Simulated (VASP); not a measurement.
# InO in VASP: a series of runs, part 2 of 2

VASP 6.6.1. Earlier steps stand in the parts before.

**3. Single point, PBE+D3(BJ)**

This run uses another cell than the first one, of the same volume but with other edges.

INCAR reads:

```
SYSTEM = InO
ALGO     = Normal         ! electronic algorithm
EDIFF    = 1E-6           ! SCF threshold, eV
ENCUT    = 520            ! plane-wave cutoff, eV
GGA      = PE             ! functional
ISIF     = 2              ! what is computed and relaxed
ISMEAR   = 0              ! smearing method
IVDW     = 12             ! dispersion correction
LASPH    = .True.         ! aspherical terms in the spheres
LCHARG   = .False.        ! write CHGCAR
LREAL    = .False.        ! projectors in reciprocal space
LWAVE    = .False.        ! write WAVECAR
NBANDS   = 27             ! bands
NELM     = 80             ! most SCF steps
PREC     = Accurate       ! precision mode
SIGMA    = 0.03           ! smearing width, eV
```

KPOINTS reads:

```
k-points
0
Gamma
  12 12 4
  0 0 0
```

POSCAR reads:

```
InO
1.0
    3.5509494950      0.0000000000      0.0000000000
   -1.7754747475      3.0752124702      0.0000000000
    0.0000000000      0.0000000000     15.0186097210
In O
2 2
Direct
    0.6666666667      0.3333333333      0.5900210000
    0.6666666667      0.3333333333      0.4099790000
    0.0000000000      0.0000000000      0.6398670000
    0.0000000000      0.0000000000      0.3601330000
```

Potentials or basis: VASP PAW PBE potentials, release 64 (In_d, O).

Run with:

```bash
> cat potpaw_PBE.64/In_d/POTCAR potpaw_PBE.64/O/POTCAR > POTCAR
> mpirun -np 1 vasp_std > vasp.out
```

OUTCAR:

```text
SYSTEM = InO
   EDIFF = 1E-6
   ENCUT = 520
   GGA = PE
   ISIF = 2
   ISMEAR = 0
   IVDW = 12
   LASPH = .True.
   LREAL = .False.
   NELM = 80
   PREC = Accurate
 IVDW          = 12

 ion  position               nearest neighbor table
   1  0.667  0.333  0.590-   3 2.18   3 2.18   3 2.18   2 2.70
   2  0.667  0.333  0.410-   4 2.18   4 2.18   4 2.18   1 2.70
   3  0.000  0.000  0.640-   1 2.18   1 2.18   1 2.18
   4  0.000  0.000  0.360-   2 2.18   2 2.18   2 2.18

  LATTYP: Found a hexagonal cell.
 ALAT       =     3.5509494950
 C/A-ratio  =     4.2294630611

  Lattice vectors:

 A1 = (   3.5509494950,   0.0000000000,   0.0000000000)
 A2 = (  -1.7754747475,   3.0752124702,   0.0000000000)
 A3 = (   0.0000000000,   0.0000000000,  15.0186097210)

Analysis of symmetry for initial positions (statically):
=====================================================================
 Subroutine PRICEL returns:
 Original cell was already a primitive cell.

 Routine SETGRP: Setting up the symmetry group for a
 hexagonal supercell.

 Subroutine GETGRP returns: Found 12 space group operations
 (whereof 12 operations were pure point group operations)
 out of a pool of 24 trial point group operations.

The static configuration has the point symmetry D_3h.

Analysis of symmetry for dynamics (positions and initial velocities):
=====================================================================
 Subroutine PRICEL returns:
 Original cell was already a primitive cell.

 Routine SETGRP: Setting up the symmetry group for a
 hexagonal supercell.

 Subroutine GETGRP returns: Found 12 space group operations
 (whereof 12 operations were pure point group operations)
 out of a pool of 24 trial point group operations.

The dynamic configuration has the point symmetry D_3h.
[... 118 lines left out ...]
   ISMEAR =     0;   SIGMA  =   0.03  broadening in eV -4-tet -1-fermi 0-gaus
   EFERMI_NEDOS =   21; number of points for ismear=-14 and -15
   IALGO  =     38    algorithm
   IMIX   =      4    mixing-type and parameters
     AMIX     =   0.40;   BMIX     =  1.00
     AMIX_MAG =   1.60;   BMIX_MAG =  1.00
  volume/ion in A,a.u.               =      41.00       276.69
  Fermi-wavevector in a.u.,A,eV,Ry     =   1.005510  1.900138 13.756166  1.011050
  Thomas-Fermi vector in A             =   2.138194
   LORBIT       =      0    0 simple, 1 ext, 2 COOP (PROOUT), +10 PAW based schemes
   GGA     = PE    functional components
   LHFCALC =     F    Hartree Fock is set to
   AEXX    =    0.0000 exact exchange contribution
   IVDW    =    12    specifies the selected vdW correction
   LEPSILON=     F    determine dielectric tensor
   LRPA    =     F    only Hartree local field effects (RPA)
 non-spin polarized calculation
 Gauss-broadening in eV      SIGMA  =   0.03
  energy-cutoff  :      520.00
  volume of cell :      164.00
 maximum number of plane-waves:      4496
 NGX is ok and might be reduce to    28

 number of electron      38.0000014 magnetization

 Free energy of the ion-electron system (eV)
  ---------------------------------------------------
  ext. energy  EPLUGINS =         0.00000000
  ---------------------------------------------------
  free energy    TOTEN  =       -19.28987641 eV

  energy without entropy =      -19.28987641  energy(sigma->0) =      -19.28987641

 E-fermi :  -1.5173     XC(G=0):  -4.9626

 val. band max:       -1.6993467212   @ k =   0.2500   0.1667   0.2500
 cond. band min:      -1.2714828960   @ k =   0.0000   0.0000   0.5000
 fundamental gap:      0.4278638252
 Fermi energy:        -1.5172799525

 k-point     1 :       0.0000    0.0000    0.0000
  band No.  band energies     occupation
      1     -18.9226      2.00000
      2     -18.8929      2.00000
      3     -15.2474      2.00000
      4     -15.1304      2.00000
      5     -15.1304      2.00000
      6     -15.0503      2.00000
[... 709 lines left out ...]
     26       6.4386      0.00000
     27       7.5671      0.00000

 [... further k-points ...]

------------------------ aborting loop because EDIFF is reached ----------------------------------------

 Edisp (eV)   -0.55147

 E8    (eV) :    -0.2583

  FORCE on cell =-STRESS in cart. coord.  units (eV):
  Direction    XX          YY          ZZ          XY          YZ          ZX
  --------------------------------------------------------------------------------------
  -------------------------------------------------------------------------------------
  Total      -3.29026    -3.29026     1.91432     0.00000    -0.00000     0.00000
  in kB     -32.14339   -32.14339    18.70148     0.00000    -0.00000     0.00000
  external pressure =      -15.20 kB  Pullay stress =        0.00 kB

 VOLUME and BASIS-vectors are now :
 -----------------------------------------------------------------------------
  energy-cutoff  :      520.00
  volume of cell :      164.00
      direct lattice vectors                 reciprocal lattice vectors
     3.550949495  0.000000000  0.000000000     0.281614819  0.162590392  0.000000000
    -1.775474747  3.075212470  0.000000000     0.000000000  0.325180783  0.000000000
     0.000000000  0.000000000 15.018609721     0.000000000  0.000000000  0.066584059

 POSITION                                       TOTAL-FORCE (eV/Angst)
 -----------------------------------------------------------------------------------
      1.77547      1.02507      8.86130        -0.000000      0.000000      0.953806
      1.77547      1.02507      6.15731         0.000000      0.000000     -0.953806
      0.00000      0.00000      9.60991         0.000000      0.000000     -0.137672
      0.00000      0.00000      5.40870         0.000000     -0.000000      0.137672
 -----------------------------------------------------------------------------------
    total drift:                               -0.000001      0.000000      0.000000

  FREE ENERGIE OF THE ION-ELECTRON SYSTEM (eV)
  ---------------------------------------------------
  free  energy   TOTEN  =       -19.8413447830 eV

  energy  without entropy=      -19.8413447830  energy(sigma->0) =      -19.84134478
```

OSZICAR:

```text
N       E                     dE             d eps       ncg     rms          rms(c)
DAV:   1     0.394153928802E+03    0.39415E+03   -0.17950E+04  3094   0.143E+03
DAV:   2     0.422230104510E+02   -0.35193E+03   -0.33905E+03  3369   0.378E+02
DAV:   3    -0.206887915321E+02   -0.62912E+02   -0.61630E+02  3989   0.172E+02
[... 13 lines left out ...]
DAV:  17    -0.192898464017E+02   -0.34297E-04   -0.77935E-06  4139   0.266E-02    0.441E-03
DAV:  18    -0.192898704830E+02   -0.24081E-04   -0.98002E-07  2508   0.675E-03    0.154E-03
DAV:  19    -0.192898748184E+02   -0.43354E-05   -0.18295E-07  2631   0.381E-03    0.958E-04
DAV:  20    -0.192898761316E+02   -0.13132E-05   -0.67192E-08  2420   0.252E-03    0.367E-04
DAV:  21    -0.192898764136E+02   -0.28194E-06   -0.34769E-08  2477   0.194E-03
   1 F= -.19841345E+02 E0= -.19841345E+02  d E =-.143139E-18
```

Wall time 7.6 min (1 thread of Intel Xeon 8259CL, shared host); peak memory 0.43 GiB.

Results:

```yaml
Free_energy: -19.8413 eV
Largest_force: 0.954 eV/Å
Band_gap_on_the_k_mesh: 0.43 eV (least direct gap 0.96 eV)
Dispersion_energy_per_atom: -0.138 eV
```

Forces in eV/Å, atoms in the order of the input:
```
In   0.000  0.000  0.954
In   0.000  0.000 -0.954
O    0.000  0.000 -0.138
O    0.000  0.000  0.138
```

Levels at points of the mesh, in eV from the valence-band top:
```
           k point  band 17  band 18  band 19  band 20  band 21  band 22
(0.00, 0.00, 0.00)    -1.51    -1.51    -0.53     0.43     3.41     6.20
(0.50, 0.00, 0.00)    -2.27    -1.55    -0.15     2.41     4.15     5.88
(0.00, 0.00, 0.50)    -1.51    -1.51    -0.53     0.43     3.41     5.98
(0.50, 0.00, 0.50)    -2.27    -1.55    -0.15     2.41     4.15     5.88
```

Caveat: there is no dipole correction, which matters where the two faces differ; semilocal functionals underestimate gaps, and a narrow one can read as zero; spin-orbit coupling is left out, which moves the levels of the heavy elements.
